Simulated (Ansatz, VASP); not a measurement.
**Two plane-wave programs on Al2Cu**

```
CELL_PARAMETERS angstrom
1.39758 -2.42069 0.00000
-4.19275 -2.42069 0.00000
0.00000 0.00000 -13.04964
ATOMIC_POSITIONS crystal
Al 0.50000 0.83333 0.50000
Al 0.00000 0.33333 0.50000
Al 0.00000 0.66667 0.00000
Al 0.50000 0.16667 0.00000
Al 0.00000 0.66667 0.68524
Al 0.50000 0.16667 0.68524
Al 0.00000 0.66667 0.31476
Al 0.50000 0.16667 0.31476
Cu 0.50000 0.83333 0.15546
Cu 0.00000 0.33333 0.15546
Cu 0.50000 0.83333 0.84454
Cu 0.00000 0.33333 0.84454
```

Alike in both runs: task single point; functional PBE; k mesh 8 × 4 × 2; occupations gaussian, width 0.2 eV; no spin polarisation.

|  | VASP | Ansatz |
| --- | --- | --- |
| version | VASP 6.6.1 | Ansatz 0.2.0 |
| potentials or method | VASP PAW PBE potentials, release 64 (Al, Cu), cutoff 520 eV | scalar-relativistic, plane waves, PAW |
| valence electrons in the cell | 68 | 100 |

```csv
,VASP,Ansatz,Ansatz less VASP
gap on the k mesh at the Fermi level (eV),none,none,-
pressure (GPa),0.1,0.0,-0.13
"traceless stress, the component that is largest in VASP (GPa)",-0.12,-0.22,-0.099
rms of the force components (eV/Å),0.025,0.020,-0.0052
```

Atom by atom the forces differ by 0.005 eV/Å (rms over components). A gap of «none» marks a metal or a gap that the smearing closes. VASP's potentials hold 68 valence electrons a cell and Ansatz's 100, so a difference there can come from the potentials and not from the codes.
